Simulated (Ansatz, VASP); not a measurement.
One calculation of GaN, two programs

Contents of POSCAR:

```
GaN
1.0
    0.0000000000      2.2489367673      2.2489367673
    2.2489367673      0.0000000000      2.2489367673
    2.2489367673      2.2489367673      0.0000000000
Ga N
1 1
Direct
    0.0000000000      0.0000000000      0.0000000000
    0.7114917851      0.7628360716      0.7628360716
```

The input INCAR.step1:

```
ALGO = Normal ; EDIFF = 1E-4
ENCUT = 520 ; GGA = PE
ISMEAR = 0 ; LASPH = T
LCHARG = F ; LREAL = F
LWAVE = T ; NBANDS = 16
NELM = 100 ; PREC = Accurate
SIGMA = 0.05
```

File INCAR.step2:

```
ALGO = Normal ; EDIFF = 1E-7
ENCUT = 520 ; ISIF = 2
ISMEAR = 0 ; ISTART = 1
LASPH = T ; LCHARG = F
LMIXTAU = T ; LREAL = F
LWAVE = F ; METAGGA = R2SCAN
NBANDS = 16 ; NELM = 100
PREC = Accurate ; SIGMA = 0.05
```

File KPOINTS:

```
k-points
0
Gamma
  10 10 10
```

Input for Ansatz:

```yaml
crystal:
  lattice:
    - [0.0, 2.2489367673, 2.2489367673]
    - [2.2489367673, 0.0, 2.2489367673]
    - [2.2489367673, 2.2489367673, 0.0]
  atoms:
    - { symbol: Ga, position: [0.0, 0.0, 0.0] }
    - { symbol: "N", position: [0.7114917851, 0.7628360716, 0.7628360716] }
basis:
  ecutwfc: 500
kpoints:
  mp_grid: { grid: [10, 10, 10] }
hamiltonian:
  xc: r2scan
scf:
  occupations: { method: gaussian, width: 0.05 }
output:
  forces: true
  stress: true
  eigenvalues: true
```

Change from the starting cell: all N atoms moved +0.100 Å, as atom 2 towards its neighbour atom 1 (Ga) at 1.948 Å.

Alike in both runs: task single point; functional r2SCAN; k mesh 10 × 10 × 10; occupations gaussian, width 0.05 eV; no spin polarisation.

|  | VASP | Ansatz |
| --- | --- | --- |
| version | VASP 6.6.1 | Ansatz 0.2.0 |
| potentials or method | VASP PAW PBE potentials, release 64 (Ga_d, N), cutoff 520 eV | scalar-relativistic, plane waves, PAW |
| valence electrons in the cell | 18 | 18 |

Ansatz gave:

| Quantity | Value |
| --- | --- |
| gap on the k mesh at the Fermi level (eV) | 2.06 |
| least direct gap on the mesh (eV) | 2.06 |
| pressure (GPa) | 1.2 |
| traceless stress, the component that is largest in VASP (GPa) | -4.47 |
| rms of the force components (eV/Å) | 0.947 |

Question: What did VASP give for the same quantities?

Answer: gap on the k mesh at the Fermi level (eV): 2.05; least direct gap on the mesh (eV): 2.05; pressure (GPa): 2.3; traceless stress, the component that is largest in VASP (GPa): -4.66; rms of the force components (eV/Å): 0.964.

VASP's potentials were made for PBE, not for r2SCAN. Atom by atom the forces differ by 0.016 eV/Å (rms over components).
